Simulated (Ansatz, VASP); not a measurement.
## One calculation of ZnO, two programs

```xyz
4
Lattice="3.3719 0.0000 0.0000 -1.6860 2.9202 0.0000 0.0000 0.0000 5.0069" Properties=species:S:1:pos:R:3 pbc="T T T"
Zn    0.0000    1.9468    0.0075
Zn    1.6860    0.9734    2.5110
O     0.0000    1.9468    1.9056
O     1.6860    0.9734    4.4091
```

Alike in both runs: task single point; functional PBE; k mesh 12 × 12 × 6; occupations gaussian, width 0.05 eV; no spin polarisation.

|  | VASP | Ansatz |
| --- | --- | --- |
| version | VASP 6.6.1 | Ansatz 0.2.0 |
| potentials or method | VASP PAW PBE potentials, release 64 (Zn, O), cutoff 520 eV | scalar-relativistic, plane waves, PAW |
| valence electrons in the cell | 36 | 36 |

|  | VASP | Ansatz | Ansatz less VASP |
| --- | --- | --- | --- |
| gap on the k mesh at the Fermi level (eV) | 0.74 | 0.76 | +0.020 |
| least direct gap on the mesh (eV) | 0.74 | 0.76 | +0.020 |
| pressure (GPa) | 2.3 | 1.3 | -0.95 |
| traceless stress, the component that is largest in VASP (GPa) | 12.67 | 12.16 | -0.513 |
| rms of the force components (eV/Å) | 0.521 | 0.487 | -0.0346 |

Atom by atom the forces differ by 0.035 eV/Å (rms over components).
